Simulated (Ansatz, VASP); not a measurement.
**Two plane-wave programs on CsI**

```
Cs I
1.0
     4.60814    0.00000    0.00000
     0.00000    4.60814    0.00000
     0.00000    0.00000    4.60814
Cs I
1 1
Direct
  0.00000 0.00000 0.00000
  0.50000 0.50000 0.50000
```

Alike in both runs: task single point; functional PBE-based screened hybrid; k mesh 4 × 4 × 4; no spin polarisation.

```csv
,VASP,Ansatz
version,VASP 6.6.1,Ansatz 0.2.0
potentials or method,"VASP PAW PBE potentials, release 64 (Cs_sv, I)",plane waves
plane-wave cutoff (eV),400,420
occupations,"gaussian, width 0.01 eV",fixed
valence electrons in the cell,16,26
```

|  | VASP | Ansatz | Ansatz less VASP |
| --- | --- | --- | --- |
| gap on the k mesh at the Fermi level (eV) | 5.38 | 5.40 | +0.024 |
| pressure (GPa) | 0.0 | 0.0 | +0.04 |

VASP's potentials were made for PBE, not for PBE-based screened hybrid. VASP's potentials hold 16 valence electrons a cell and Ansatz's 26, so a difference there can come from the potentials and not from the codes. Ansatz's warnings: stress exchange threshold loose, stress scf threshold loose.

Spin-orbit coupling is off throughout.
